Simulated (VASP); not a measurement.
Set up this calculation in VASP 6.6.1, as the native input.

```yaml
Task: single point
Functional: PBE
Potentials_or_basis: VASP PAW PBE potentials, release 64 (Si, C)
Cutoff: 520 eV
k_mesh: 10 × 10 × 10
Occupations: fermi-dirac, width 0.02 eV
Spin: no spin polarisation
Dipole_correction: no
Further_INCAR_settings: ALGO = Normal; EDIFF = 1e-07; NBANDS = 11
```

The structure of SiC lies in POSCAR:

```
SiC
1.0
    0.0000000000      2.0292109686      2.0292109686
    2.0292109686      0.0000000000      2.0292109686
    2.0292109686      2.0292109686      0.0000000000
Si C
1 1
Direct
    0.0000000000      0.0000000000      0.0000000000
    0.5000000000      0.5000000000      0.5000000000
```

The input as run:

INCAR

```
ALGO     = Normal         # electronic algorithm
EDIFF    = 1E-7           # SCF threshold, eV
ENCUT    = 520            # plane-wave cutoff, eV
GGA      = PE             # functional
ISIF     = 2              # what is computed and relaxed
ISMEAR   = -1             # smearing method
LASPH    = T              # aspherical terms in the spheres
LCHARG   = F              # write CHGCAR
LREAL    = F              # projectors in reciprocal space
LWAVE    = F              # write WAVECAR
NBANDS   = 11             # bands
NELM     = 100            # most SCF steps
PREC     = Accurate       # precision mode
SIGMA    = 0.02           # smearing width, eV
```

KPOINTS

```
k-points
0
Gamma
  10 10 10
```

Potentials or basis: VASP PAW PBE potentials, release 64 (Si, C).

The run is started by

```bash
$ cat potpaw_PBE.64/Si/POTCAR potpaw_PBE.64/C/POTCAR > POTCAR
$ mpirun -np 1 vasp_std > vasp.out
```

It gave:

```
Pressure               : 0.4 GPa
Band gap on the k mesh : zero (band 4 reaches 12.37 eV, above the bottom of band 5 at 11.31 eV)
```

Wall time 4.7 s on 1 thread of Intel(R) Xeon(R) 6975P-C (Granite Rapids), on a shared host, peak memory 0.13 GiB.
